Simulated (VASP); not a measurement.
O, 2 atoms in the cell. Symmetry: C2/m, No. 12, monoclinic system. Conventional cell: a = 5.703 Å, b = 3.325 Å, c = 4.363 Å, α = 90.00°, β = 123.29°, γ = 90.00°. Within 1.6 Å of O (site symmetry m) lie 1 O at 1.22 Å. 

```yaml
Program: VASP 6.6.1
Task: single point
Functional: PBE
Potentials_or_basis: VASP PAW PBE potentials, release 64 (O)
Cutoff: 520 eV
k_mesh: 9 × 9 × 7
Occupations: fermi-dirac, width 0.05 eV
Spin: collinear spin, ferromagnetic start
Starting_moments: "[1.0, 1.0] μB"
Dipole_correction: no
Further_INCAR_settings: ALGO = Normal; EDIFF = 1e-06; NBANDS = 17
```

Potentials or basis: VASP PAW PBE potentials, release 64 (O).

Launch:

```bash
$ cat potpaw_PBE.64/O/POTCAR > POTCAR
$ mpirun -np 1 vasp_std > vasp.out
```

Hardware: 1 thread of Intel(R) Xeon(R) Platinum 8259CL CPU @ 2.50GHz (Skylake/Cascade Lake), on a shared host.

**Question.** How long does it take, and how much memory?

**Answer.** Run time: 2.6 min on 1 thread of Intel(R) Xeon(R) Platinum 8259CL CPU @ 2.50GHz (Skylake/Cascade Lake) (shared host), peak memory 0.25 GiB. Counts: scf iterations 13, k points 160.
